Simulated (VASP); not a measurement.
# TePb (Fm-3m) in VASP: single point with PBE

Aim: the single point of TePb with PBE.

All numbers are computed with VASP 6.6.1; they aren't measurements. Logs are shortened: lines on timing, memory, paths and dates and some standing lists are left out, and cuts for length are marked.

## 1. The cell of the first run

The structure is cubic, space group Fm-3m (No. 225). Conventional cell: a = 6.536 Å, b = 6.536 Å, c = 6.536 Å, α = 90.00°, β = 90.00°, γ = 90.00°. Within 4.3 Å of Pb (site symmetry m-3m) lie 6 Te at 3.27 Å. Te (site symmetry m-3m) has 6 Pb at 3.27 Å within 4.3 Å.

## 2. Single point, PBE

Input file INCAR:

```
PREC = Accurate
ENCUT = 500
EDIFF = 1E-6
ISMEAR = 0
SIGMA = 0.01
LREAL = F
LASPH = T
NELM = 120
ALGO = Normal
ISIF = 2
LWAVE = F
LCHARG = T
GGA = PE
LELF = T
LVHAR = T
ISYM = -1
NBANDS = 17
GGA_COMPAT = F
```

Input file KPOINTS:

```
explicit points
108
Reciprocal
  0.00000000   0.00000000   0.08333333 2
  0.00000000   0.00000000   0.25000000 2
  0.00000000   0.00000000   0.41666667 2
  0.00000000   0.16666667   0.08333333 2
  0.00000000   0.16666667   0.25000000 2
  0.00000000   0.16666667   0.41666667 2
  0.00000000   0.16666667   0.58333333 2
  0.00000000   0.16666667   0.75000000 2
  0.00000000   0.16666667   0.91666667 2
  0.00000000   0.33333333   0.08333333 2
  0.00000000   0.33333333   0.25000000 2
  0.00000000   0.33333333   0.41666667 2
  0.00000000   0.33333333   0.58333333 2
  0.00000000   0.33333333   0.75000000 2
  0.00000000   0.33333333   0.91666667 2
  0.00000000   0.50000000   0.08333333 2
  0.00000000   0.50000000   0.25000000 2
  0.00000000   0.50000000   0.41666667 2
  0.16666667   0.00000000   0.08333333 2
  0.16666667   0.00000000   0.25000000 2
  0.16666667   0.00000000   0.41666667 2
  0.16666667   0.00000000   0.58333333 2
  0.16666667   0.00000000   0.75000000 2
  0.16666667   0.00000000   0.91666667 2
  0.16666667   0.16666667   0.08333333 2
  0.16666667   0.16666667   0.25000000 2
  0.16666667   0.16666667   0.41666667 2
  0.16666667   0.16666667   0.58333333 2
  0.16666667   0.16666667   0.75000000 2
  0.16666667   0.16666667   0.91666667 2
  0.16666667   0.33333333   0.08333333 2
  0.16666667   0.33333333   0.25000000 2
  0.16666667   0.33333333   0.41666667 2
  0.16666667   0.33333333   0.58333333 2
  0.16666667   0.33333333   0.75000000 2
  0.16666667   0.33333333   0.91666667 2
  0.16666667   0.50000000   0.08333333 2
  0.16666667   0.50000000   0.25000000 2
  0.16666667   0.50000000   0.41666667 2
  0.16666667   0.50000000   0.58333333 2
  0.16666667   0.50000000   0.75000000 2
  0.16666667   0.50000000   0.91666667 2
  0.16666667   0.66666667   0.08333333 2
  0.16666667   0.66666667   0.25000000 2
  0.16666667   0.66666667   0.41666667 2
  0.16666667   0.66666667   0.58333333 2
  0.16666667   0.66666667   0.75000000 2
  0.16666667   0.66666667   0.91666667 2
  0.16666667   0.83333333   0.08333333 2
  0.16666667   0.83333333   0.25000000 2
  0.16666667   0.83333333   0.41666667 2
  0.16666667   0.83333333   0.58333333 2
  0.16666667   0.83333333   0.75000000 2
  0.16666667   0.83333333   0.91666667 2
  0.33333333   0.00000000   0.08333333 2
  0.33333333   0.00000000   0.25000000 2
  0.33333333   0.00000000   0.41666667 2
  0.33333333   0.00000000   0.58333333 2
  0.33333333   0.00000000   0.75000000 2
  0.33333333   0.00000000   0.91666667 2
  0.33333333   0.16666667   0.08333333 2
  0.33333333   0.16666667   0.25000000 2
  0.33333333   0.16666667   0.41666667 2
  0.33333333   0.16666667   0.58333333 2
  0.33333333   0.16666667   0.75000000 2
  0.33333333   0.16666667   0.91666667 2
  0.33333333   0.33333333   0.08333333 2
  0.33333333   0.33333333   0.25000000 2
  0.33333333   0.33333333   0.41666667 2
  0.33333333   0.33333333   0.58333333 2
  0.33333333   0.33333333   0.75000000 2
  0.33333333   0.33333333   0.91666667 2
  0.33333333   0.50000000   0.08333333 2
  0.33333333   0.50000000   0.25000000 2
  0.33333333   0.50000000   0.41666667 2
  0.33333333   0.50000000   0.58333333 2
  0.33333333   0.50000000   0.75000000 2
  0.33333333   0.50000000   0.91666667 2
  0.33333333   0.66666667   0.08333333 2
  0.33333333   0.66666667   0.25000000 2
  0.33333333   0.66666667   0.41666667 2
  0.33333333   0.66666667   0.58333333 2
  0.33333333   0.66666667   0.75000000 2
  0.33333333   0.66666667   0.91666667 2
  0.33333333   0.83333333   0.08333333 2
  0.33333333   0.83333333   0.25000000 2
  0.33333333   0.83333333   0.41666667 2
  0.33333333   0.83333333   0.58333333 2
  0.33333333   0.83333333   0.75000000 2
  0.33333333   0.83333333   0.91666667 2
  0.50000000   0.00000000   0.08333333 2
  0.50000000   0.00000000   0.25000000 2
  0.50000000   0.00000000   0.41666667 2
  0.50000000   0.16666667   0.08333333 2
  0.50000000   0.16666667   0.25000000 2
  0.50000000   0.16666667   0.41666667 2
  0.50000000   0.16666667   0.58333333 2
  0.50000000   0.16666667   0.75000000 2
  0.50000000   0.16666667   0.91666667 2
  0.50000000   0.33333333   0.08333333 2
  0.50000000   0.33333333   0.25000000 2
  0.50000000   0.33333333   0.41666667 2
  0.50000000   0.33333333   0.58333333 2
  0.50000000   0.33333333   0.75000000 2
  0.50000000   0.33333333   0.91666667 2
  0.50000000   0.50000000   0.08333333 2
  0.50000000   0.50000000   0.25000000 2
  0.50000000   0.50000000   0.41666667 2
```

Input file POSCAR:

```
TePb
1.0
    0.0000000000      3.2678368418      3.2678368418
    3.2678368418      0.0000000000      3.2678368418
    3.2678368418      3.2678368418      0.0000000000
Pb Te
1 1
Direct
    0.0000000000      0.0000000000      0.0000000000
    0.5000000000      0.5000000000      0.5000000000
```

Potentials or basis: VASP PAW PBE potentials, release 64 (Pb_d, Te).

Started as:

```sh
$ cat potpaw_PBE.64/Pb_d/POTCAR potpaw_PBE.64/Te/POTCAR > POTCAR
$ mpirun -np 1 vasp_std > vasp.out
```

OUTCAR:

```text
PREC = Accurate
   ENCUT = 500
   EDIFF = 1E-6
   ISMEAR = 0
   LREAL = F
   LASPH = T
   NELM = 120
   ISIF = 2
   GGA = PE
   ISYM = -1

 ion  position               nearest neighbor table
   1  0.000  0.000  0.000-   2 3.27   2 3.27   2 3.27   2 3.27   2 3.27   2 3.27
   2  0.500  0.500  0.500-   1 3.27   1 3.27   1 3.27   1 3.27   1 3.27   1 3.27

IMPORTANT INFORMATION: All symmetrisations will be switched off!
NOSYMM: (Re-)initialisation of all symmetry stuff for point group C_1.

----------------------------------------------------------------------------------------

                                     Primitive cell

  volume of cell :      69.7929

  direct lattice vectors                    reciprocal lattice vectors
     0.000000000  3.267836842  3.267836842    -0.153006415  0.153006415  0.153006415
     3.267836842  0.000000000  3.267836842     0.153006415 -0.153006415  0.153006415
     3.267836842  3.267836842  0.000000000     0.153006415  0.153006415 -0.153006415

  length of vectors
     4.621419181  4.621419181  4.621419181     0.265014885  0.265014885  0.265014885

  position of ions in fractional coordinates (direct lattice)
     0.000000000  0.000000000  0.000000000
     0.500000000  0.500000000  0.500000000

  ion indices of the primitive-cell ions
   primitive index   ion index
                 1           1
                 2           2

----------------------------------------------------------------------------------------

 KPOINTS: explicit points

Read explicit list of k-points.

 Found    108 k-points:

 Following reciprocal coordinates:
            Coordinates               Weight
  0.000000  0.000000  0.083333      0.009259
  0.000000  0.000000  0.250000      0.009259
  0.000000  0.000000  0.416667      0.009259
  0.000000  0.166667  0.083333      0.009259
  0.000000  0.166667  0.250000      0.009259
  0.000000  0.166667  0.416667      0.009259
[... 16 lines left out ...]
  0.166667  0.000000  0.750000      0.009259
  0.166667  0.000000  0.916667      0.009259
 [... further k-points ...]
   k-points           NKPTS =    108   k-points in BZ     NKDIM =    108   number of bands    NBANDS=     17
   number of dos      NEDOS =    301   number of ions     NIONS =      2
   total plane-waves  NPLWV =  46656
   dimension x,y,z NGX =    36 NGY =   36 NGZ =   36
   dimension x,y,z NGXF=    72 NGYF=   72 NGZF=   72
   ions per type =               1   1
   NGX,Y,Z   is equivalent  to a cutoff of  12.95, 12.95, 12.95 a.u.
   NGXF,Y,Z  is equivalent  to a cutoff of  25.90, 25.90, 25.90 a.u.
 SYSTEM =  unknown system
   PREC   = accura    normal or accurate (medium, high low for compatibility)
   ISTART =      0    job   : 0-new  1-cont  2-samecut
   ICHARG =      2    charge: 1-file 2-atom 10-const
   ISPIN  =      1    spin polarized calculation?
   LNONCOLLINEAR =      F non collinear calculations
   LSORBIT =      F    spin-orbit coupling
   LASPH  =      T    aspherical Exc in radial PAW
   ENCUT  =  500.0 eV  36.75 Ry    6.06 a.u.   8.43  8.43  8.43*2*pi/ulx,y,z
   NELM   =    120;   NELMIN=  2; NELMDL= -5     # of ELM steps
   EDIFF  = 0.1E-05   stopping-criterion for ELM
   LREAL  =      F    real-space projection
   EDIFFG = 0.1E-04   stopping-criterion for IOM
   NSW    =      0    number of steps for IOM
   IBRION =     -1    ionic relax: 0-MD 1-quasi-New 2-CG
   NFREE  =      0    steps in history (QN), initial steepest desc. (CG)
   ISIF   =      2    stress and relaxation
   ISYM   =     -1    0-nonsym 1-usesym 2-fastsym
   POTIM  = 0.5000    time-step for ionic-motion
   TEBEG  =    0.0;   TEEND  =   0.0 temperature during run
   PSTRESS=    0.0 pullay stress
   NELECT =      20.0000    total number of electrons
   NUPDOWN=      -1.0000    fix difference up-down
   EMIN   =  10.00;   EMAX   =-10.00  energy-range for DOS
   EFERMI =   0.00;   METHOD = LEGACY
   ISMEAR =     0;   SIGMA  =   0.01  broadening in eV -4-tet -1-fermi 0-gaus
   EFERMI_NEDOS =   21; number of points for ismear=-14 and -15
   IALGO  =     38    algorithm
   IMIX   =      4    mixing-type and parameters
     AMIX     =   0.40;   BMIX     =  1.00
     AMIX_MAG =   1.60;   BMIX_MAG =  1.00
  volume/ion in A,a.u.               =      34.90       235.49
  Fermi-wavevector in a.u.,A,eV,Ry     =   1.079314  2.039608 15.849680  1.164919
  Thomas-Fermi vector in A             =   2.215276
   LORBIT       =      0    0 simple, 1 ext, 2 COOP (PROOUT), +10 PAW based schemes
   GGA     = PE    functional components
   LHFCALC =     F    Hartree Fock is set to
   AEXX    =    0.0000 exact exchange contribution
   IVDW    =     0    specifies the selected vdW correction
   LEPSILON=     F    determine dielectric tensor
   LRPA    =     F    only Hartree local field effects (RPA)
 non-spin polarized calculation
 Gauss-broadening in eV      SIGMA  =   0.01
  energy-cutoff  :      500.00
  volume of cell :       69.79
 maximum number of plane-waves:      1792
 NGX is ok and might be reduce to    36
   NGX = 17   NGY = 17   NGZ = 17

 number of electron      20.0000002 magnetization

 Free energy of the ion-electron system (eV)
  ---------------------------------------------------
  ext. energy  EPLUGINS =         0.00000000
  ---------------------------------------------------
  free energy    TOTEN  =        -7.52119686 eV

  energy without entropy =       -7.52119686  energy(sigma->0) =       -7.52119686

 E-fermi :   5.1802     XC(G=0):  -9.1478

 val. band max:        5.0638452260   @ k =   0.0000   0.0000   0.4167
 cond. band min:       6.2035333891   @ k =   0.0000   0.0000   0.4167
 fundamental gap:      1.1396881631
 Fermi energy:         5.1801797073

 k-point     1 :       0.0000    0.0000    0.0833
  band No.  band energies     occupation
      1     -11.4766      2.00000
      2     -11.4766      2.00000
      3     -11.4686      2.00000
      4     -11.4686      2.00000
      5     -11.4678      2.00000
      6      -6.4932      2.00000
[... 9 lines left out ...]
     16      11.1965      0.00000
     17      13.1206      0.00000

 k-point     2 :       0.0000    0.0000    0.2500
  band No.  band energies     occupation
      1     -11.4823      2.00000
      2     -11.4823      2.00000
      3     -11.4667      2.00000
      4     -11.4618      2.00000
      5     -11.4618      2.00000
      6      -6.0571      2.00000
[... 9 lines left out ...]
     16      12.1299      0.00000
     17      15.3440      0.00000

 k-point     3 :       0.0000    0.0000    0.4167
  band No.  band energies     occupation
      1     -11.4881      2.00000
      2     -11.4881      2.00000
      3     -11.4658      2.00000
      4     -11.4549      2.00000
      5     -11.4549      2.00000
      6      -5.3716      2.00000
[... 9 lines left out ...]
     16      13.7828      0.00000
     17      15.2532      0.00000

 k-point     4 :       0.0000    0.1667    0.0833
  band No.  band energies     occupation
      1     -11.4809      2.00000
      2     -11.4753      2.00000
      3     -11.4700      2.00000
      4     -11.4661      2.00000
      5     -11.4649      2.00000
      6      -6.3436      2.00000
[... 9 lines left out ...]
     16      11.8554      0.00000
     17      13.4208      0.00000
[... 343 lines left out ...]
      1     -11.4953      2.00000
      2     -11.4851      2.00000
      3     -11.4632      2.00000
      4     -11.4567      2.00000
      5     -11.4537      2.00000
      6      -5.1117      2.00000
[... 9 lines left out ...]
     16      13.6877      0.00000
     17      15.7958      0.00000

 k-point    23 :       0.1667    0.0000    0.7500
  band No.  band energies     occupation
      1     -11.4865      2.00000
      2     -11.4853      2.00000
      3     -11.4650      2.00000
      4     -11.4603      2.00000
      5     -11.4573      2.00000
      6      -5.6645      2.00000
[... 9 lines left out ...]
     16      14.2169      0.00000
     17      14.4884      0.00000

 k-point    24 :       0.1667    0.0000    0.9167
  band No.  band energies     occupation
      1     -11.4811      2.00000
      2     -11.4791      2.00000
      3     -11.4681      2.00000
      4     -11.4658      2.00000
      5     -11.4619      2.00000
      6      -6.1979      2.00000
[... 9 lines left out ...]
     16      12.3882      0.00000
     17      13.6965      0.00000

 [... further k-points ...]

------------------------ aborting loop because EDIFF is reached ----------------------------------------

  FORCE on cell =-STRESS in cart. coord.  units (eV):
  Direction    XX          YY          ZZ          XY          YZ          ZX
  --------------------------------------------------------------------------------------
  -------------------------------------------------------------------------------------
  Total        0.2415255      0.2415304      0.2415140     -0.0004590      0.0004612      0.0004661
  in kB        5.5445001      5.5446147      5.5442380     -0.0105367      0.0105885      0.0107005
  external PRESSURE =       5.5444510 kB  Pullay stress =       0.0000000 kB

 VOLUME and BASIS-vectors are now :
 -----------------------------------------------------------------------------
  energy-cutoff  :      500.00
  volume of cell :       69.79
      direct lattice vectors                 reciprocal lattice vectors
     0.000000000  3.267836842  3.267836842    -0.153006415  0.153006415  0.153006415
     3.267836842  0.000000000  3.267836842     0.153006415 -0.153006415  0.153006415
     3.267836842  3.267836842  0.000000000     0.153006415  0.153006415 -0.153006415

 POSITION                                       TOTAL-FORCE (eV/Angst)
 -----------------------------------------------------------------------------------
      0.00000      0.00000      0.00000         0.000001      0.000001      0.000001
      3.26784      3.26784      3.26784        -0.000001     -0.000001     -0.000001
 -----------------------------------------------------------------------------------
    total drift:                                0.000001      0.000002      0.000001

  FREE ENERGIE OF THE ION-ELECTRON SYSTEM (eV)
  ---------------------------------------------------
  free  energy   TOTEN  =        -7.5211968635 eV

  energy  without entropy=       -7.5211968635  energy(sigma->0) =       -7.52119686
```

Wall time 2 min (1 thread of Intel Xeon 8259CL, shared host); peak memory 0.26 GiB.

What came out:

- Free energy: -7.5212 eV
- Pressure: 0.6 GPa
- Band gap on the k mesh: 1.14 eV

Levels at points of the mesh, in eV from the valence-band top:
```tsv
k point	band 8	band 9	band 10	band 11	band 12	band 13
(0.00, 0.00, 0.08)	-1.07	-1.07	-0.99	3.78	3.89	3.89
```

Caveat: the structure was generated, so it needn't be the stable form of TePb; spin-orbit coupling is left out, which moves the levels of the heavy elements; a shifted mesh leaves out Γ, where band edges can lie. A k mesh can miss the band edges.
